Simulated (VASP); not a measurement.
Set up this calculation in VASP 6.6.1, as the native input.

| Item | Value |
| --- | --- |
| Task | relaxation of cell and atoms |
| Functional | PBE |
| Potentials or basis | VASP PAW PBE potentials, release 64 (Si, W_sv) |
| Cutoff | 600 eV |
| k mesh | 8 × 8 × 8 |
| Occupations | gaussian, width 0.05 eV |
| Spin | no spin polarisation |
| Dipole correction | no |
| Further INCAR settings | ALGO = Normal; EDIFF = 1e-06; IBRION = 2; EDIFFG = -0.03; NSW = 80; ISIF = 3 |

The structure of Si2W lies in POSCAR:

```
Si2W
1.0
   -1.6069000000      1.6069000000      3.9149500000
    1.6069000000     -1.6069000000      3.9149500000
    1.6069000000      1.6069000000     -3.9149500000
Si W
2 1
Direct
    0.3347000000      0.3347000000      0.0000000000
    0.6653000000      0.6653000000      0.0000000000
    0.0000000000      0.0000000000      0.0000000000
```

One way to write it, as run:

INCAR

```
  PREC = Accurate
  ENCUT = 600
  EDIFF = 1E-6
  ISMEAR = 0
  SIGMA = 0.05
  LREAL = F
  LASPH = T
  NELM = 80
  ALGO = Normal
  ISIF = 3
  LWAVE = F
  LCHARG = F
  GGA = PE
  IBRION = 2
  NSW = 80
  EDIFFG = -0.03
```

KPOINTS

```
regular mesh
0
Gamma
  8 8 8
```

Potentials or basis: VASP PAW PBE potentials, release 64 (Si, W_sv).

Launch:

```sh
$ cat potpaw_PBE.64/Si/POTCAR potpaw_PBE.64/W_sv/POTCAR > POTCAR
$ mpirun -np 1 vasp_std > vasp.out
```

It gave:

* Relaxed volume: 13.68 Å³/atom
* Relaxed cell: a = 4.549 Å, b = 4.549 Å, c = 4.549 Å, α = 138.41°, β = 138.41°, γ = 60.27°
* Space group after relaxing (to 0.1 Å): I4/mmm (No. 139)
* Energy gained by relaxing: 2.1 meV/atom
* Ionic steps: 3
* Pressure after relaxing: 0.0 GPa
* Largest force after relaxing: 0.027 eV/Å
* Band gap on the k mesh: zero (bands 11 and 12 overlap by 1.18 eV)

Caveat: spin-orbit coupling is left out, which moves the levels of the heavy elements.

It took 110 s on 1 thread of Intel(R) Xeon(R) Platinum 8259CL CPU @ 2.50GHz (Skylake/Cascade Lake), on a shared host, peak memory 0.23 GiB.
